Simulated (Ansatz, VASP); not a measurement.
# One calculation of MgS, two programs

Contents of INCAR:

```
SYSTEM = MgS
ALGO     = Normal         ! electronic algorithm
EDIFF    = 1E-6           ! SCF threshold, eV
ENCUT    = 520            ! plane-wave cutoff, eV
GGA      = PE             ! functional
ISIF     = 2              ! what is computed and relaxed
ISMEAR   = 0              ! smearing method
LASPH    = .True.         ! aspherical terms in the spheres
LCHARG   = .True.         ! write CHGCAR
LELF     = .True.         ! ELF
LREAL    = .False.        ! projectors in reciprocal space
LVHAR    = .True.       
LWAVE    = .False.        ! write WAVECAR
NBANDS   = 11             ! bands
NELM     = 60             ! most SCF steps
PREC     = Accurate       ! precision mode
SIGMA    = 0.1            ! smearing width, eV
```

KPOINTS

```
k-points
0
Gamma
  6 6 6
  0 0 0
```

The input POSCAR:

```
MgS
1.0
    3.5203296200      0.0000000000      0.0000000000
    0.0000000000      3.5203296200      0.0000000000
    0.0000000000      0.0000000000      3.5203296200
Mg S
1 1
Direct
    0.5000000000      0.5000000000      0.5000000000
    0.0000000000      0.0000000000      0.0000000000
```

Input for Ansatz:

```yaml
crystal:
  lattice:
    - [3.52032962, 0.0, 0.0]
    - [0.0, 3.52032962, 0.0]
    - [0.0, 0.0, 3.52032962]
  atoms:
    - { symbol: Mg, position: [0.5, 0.5, 0.5] }
    - { symbol: S, position: [0.0, 0.0, 0.0] }
basis:
  ecutwfc: 420
kpoints:
  mp_grid: { grid: [6, 6, 6] }
hamiltonian:
  xc: pbe
scf:
  occupations: { method: gaussian, width: 0.1 }
  lower_state_search: "off"
output:
  forces: true
  stress: true
  eigenvalues: true
```

Change from the starting cell: species swapped into the TaRu type (Pm-3m, No. 221).

Alike in both runs: task single point; functional PBE; k mesh 6 × 6 × 6; occupations gaussian, width 0.1 eV; no spin polarisation.

```csv
,VASP,Ansatz
version,VASP 6.6.1,Ansatz 0.2.0
potentials or method,"VASP PAW PBE potentials, release 64 (Mg, S), cutoff 520 eV","scalar-relativistic, plane waves, PAW"
valence electrons in the cell,8,16
```

```csv
,VASP,Ansatz,Ansatz less VASP
gap on the k mesh at the Fermi level (eV),none,none,-
pressure (GPa),-9.9,-9.7,+0.17
```

A gap of «none» marks a metal or a gap that the smearing closes. VASP's potentials hold 8 valence electrons a cell and Ansatz's 16, so a difference there can come from the potentials and not from the codes.
